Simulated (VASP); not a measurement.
## Zn: single point with PBE

Crystal: Zn.

```
Zn
1.0
     2.43504    0.00000    0.00000
     0.00000    2.43504    0.00000
     0.00000    0.00000    2.43504
Zn
1
Direct
  0.00000 0.00000 0.00000
```

This isn't the form of Zn at room conditions, which is hcp.

```yaml
Program: VASP 6.6.1
Task: single point
Functional: PBE
Potentials_or_basis: VASP PAW PBE potentials, release 64 (Zn)
Cutoff: 520 eV
k_mesh: 16 × 16 × 16
Occupations: gaussian, width 0.05 eV
Spin: no spin polarisation
```

```json
{
 "Pressure": "20.5 GPa",
 "Band gap on the k mesh": "zero (bands 6 and 7 overlap by 9.18 eV)"
}
```

Levels at points of the mesh, in eV from the Fermi level:
| k point | band 3 | band 4 | band 5 | band 6 | band 7 | band 8 | band 9 | band 10 |
| --- | --- | --- | --- | --- | --- | --- | --- | --- |
| (0.00, 0.00, 0.00) | -8.80 | -7.06 | -7.06 | -7.06 | 14.17 | 14.17 | 14.17 | 17.26 |
| (0.50, 0.00, 0.00) | -7.58 | -7.58 | -7.02 | -3.86 | -2.75 | 19.91 | 19.91 | 21.32 |
| (0.50, 0.50, 0.00) | -7.48 | -7.48 | -6.67 | 1.26 | 1.26 | 3.99 | 6.57 | 26.61 |
| (0.50, 0.50, 0.50) | -8.45 | -6.64 | -6.64 | 6.43 | 6.43 | 6.43 | 11.44 | 11.84 |

Run time: 19 s on 1 thread of Intel Xeon 8259CL, on a shared host, peak memory 0.14 GiB.

Caveat: the cell stands under pressure.
